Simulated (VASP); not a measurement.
Here is a VASP 6.6.1 calculation.

The input INCAR:

```
SYSTEM = SiO2
  PREC = Accurate
  ENCUT = 600
  EDIFF = 1E-6
  ISMEAR = 0
  SIGMA = 0.02
  LREAL = .FALSE.
  LASPH = .TRUE.
  NELM = 120
  ALGO = Normal
  ISIF = 2
  LWAVE = .FALSE.
  LCHARG = .FALSE.
  GGA = PS
  NBANDS = 44
  GGA_COMPAT = .FALSE.
```

KPOINTS

```
Automatic mesh
0
G
  6 6 4
  0 0 0
```

File POSCAR:

```
SiO2
1.0
    5.0304959692      0.0000000000      0.0000000000
    0.0000000000      5.0304959692      0.0000000000
    0.0000000000      0.0000000000      7.0137321579
Si O
4 8
Direct
    0.2977113435      0.2977113435      0.0000000000
    0.2022886565      0.7977113435      0.2500000000
    0.7022886565      0.7022886565      0.5000000000
    0.7977113435      0.2022886565      0.7500000000
    0.2397292946      0.1011589587      0.1779509305
    0.3988410413      0.7397292946      0.4279509305
    0.7602707054      0.8988410413      0.6779509305
    0.6011589587      0.2602707054      0.9279509305
    0.7397292946      0.3988410413      0.5720490695
    0.8988410413      0.7602707054      0.3220490695
    0.2602707054      0.6011589587      0.0720490695
    0.1011589587      0.2397292946      0.8220490695
```

Potentials or basis: VASP PAW PBE potentials, release 64 (Si, O).

Command:

```sh
$ cat potpaw_PBE.64/Si/POTCAR potpaw_PBE.64/O/POTCAR > POTCAR
$ mpirun -np 1 vasp_std > vasp.out
```

(1) What does it give for the largest force?

(2) What does it give for the pressure?

Results:

(1) 0.026 eV/Å.

(2) 0.3 GPa.

Caveat: the PAW data sets were made with another functional, which shifts forces and pressure a little.
